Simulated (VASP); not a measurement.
## PbO: single point with LDA

Crystal: PbO.

```xyz
4
Lattice="3.9611 0.0000 0.0000 0.0000 3.9611 0.0000 0.0000 0.0000 5.0052" Properties=species:S:1:pos:R:3 pbc="T T T"
Pb    0.0000    1.9806    1.1767
Pb    1.9806    0.0000    3.8285
O     0.0000    0.0000    0.0000
O     1.9806    1.9806    0.0000
```

| Quantity | Value |
| --- | --- |
| Program | VASP 6.6.1 |
| Task | single point |
| Functional | LDA |
| Potentials or basis | VASP PAW LDA potentials, release 64 (Pb_d, O) |
| Cutoff | 520 eV |
| k mesh | 7 × 7 × 6 |
| Occupations | fermi-dirac, width 0.03 eV |
| Spin | no spin polarisation |
| Dipole correction | no |
| Further INCAR settings | ALGO = Normal; EDIFF = 1e-06; NBANDS = 28 |

| Quantity | Value |
| --- | --- |
| Pressure | -0.8 GPa |
| Largest force | 0.046 eV/Å |
| Band gap on the k mesh | 1.43 eV (least direct gap 2.23 eV) |

Forces on the atoms (eV/Å):
```
Pb   0.000  0.000  0.046
Pb   0.000  0.000 -0.046
O    0.000  0.000  0.000
O    0.000  0.000  0.000
```

Stress tensor (GPa, compression positive):
```
-0.87  0.00  0.00
 0.00 -0.87  0.00
 0.00  0.00 -0.54
```

Levels at points of the mesh, in eV from the valence-band top:
| k point | band 18 | band 19 | band 20 | band 21 | band 22 | band 23 |
| --- | --- | --- | --- | --- | --- | --- |
| (0.00, 0.00, 0.00) | -1.78 | -1.78 | -0.01 | 2.32 | 5.29 | 5.66 |
| (0.00, 0.00, 0.50) | -1.80 | -1.80 | -0.98 | 1.79 | 3.96 | 3.96 |

Wall time 2.3 min on 1 thread of Intel Xeon 8259CL, with other jobs on the host, peak memory 0.2 GiB.

Caveat: spin-orbit coupling is left out, which moves the levels of the heavy elements; an odd mesh through Γ misses points on the zone boundary, where band edges can lie.
